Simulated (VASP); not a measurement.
Write the native input for VASP 6.6.1 that does the following.

```yaml
Task: single point
Functional: LDA
Potentials_or_basis: VASP PAW LDA potentials, release 64 (Al, Mg)
Cutoff: 520 eV
k_mesh: 5 × 5 × 1
Occupations: gaussian, width 0.1 eV
Spin: no spin polarisation
Dipole_correction: yes
Further_INCAR_settings: ALGO = Normal; EDIFF = 1e-07; NBANDS = 31
```

The structure of MgAl12 lies in POSCAR:

```
MgAl12
1.0
    5.6343731020      0.0000000000      0.0000000000
    0.0000000000      5.6343731020      0.0000000000
    0.0000000000      0.0000000000     19.6039189496
Al Mg
12 1
Direct
    0.2500000000      0.2500000000      0.2040408354
    0.2500000000      0.7500000000      0.2040408354
    0.7500000000      0.2500000000      0.2040408354
    0.7500000000      0.7500000000      0.2040408354
    0.0000000000      0.0000000000      0.3086915083
    0.0000000000      0.5000000000      0.3086915083
    0.5000000000      0.0000000000      0.3086915083
    0.5000000000      0.5000000000      0.3086915083
    0.2500000000      0.2403324897      0.4086786809
    0.2500000000      0.7596675103      0.4086786809
    0.7500000000      0.2510916255      0.4171296111
    0.7500000000      0.7489083745      0.4171296111
    0.2500000000      0.5000000000      0.5271176457
```

One way to write it, as run:

INCAR

```
PREC = Accurate
ENCUT = 520
EDIFF = 1E-7
ISMEAR = 0
SIGMA = 0.1
LREAL = F
LASPH = T
NELM = 100
ALGO = Normal
ISIF = 2
LWAVE = F
LCHARG = F
LDIPOL = T
IDIPOL = 3
DIPOL = 0.5 0.5 0.325
GGA = CA
NBANDS = 31
```

KPOINTS

```
Automatic mesh
0
Gamma
  5 5 1
```

Potentials or basis: VASP PAW LDA potentials, release 64 (Al, Mg).

Launch:

```console
$ cat potpaw_LDA.64/Al/POTCAR potpaw_LDA.64/Mg/POTCAR > POTCAR
$ mpirun -np 1 vasp_std > vasp.out
```

Results of the run:

```json
{
 "Largest force": "0.246 eV/Å",
 "Band gap on the k mesh": "zero (band 19 reaches 0.58 eV, above the bottom of band 20 at -0.31 eV)"
}
```

Run time: 3.1 min on 1 thread of Intel(R) Xeon(R) 6975P-C (Granite Rapids), with other jobs on the host, peak memory 0.49 GiB.
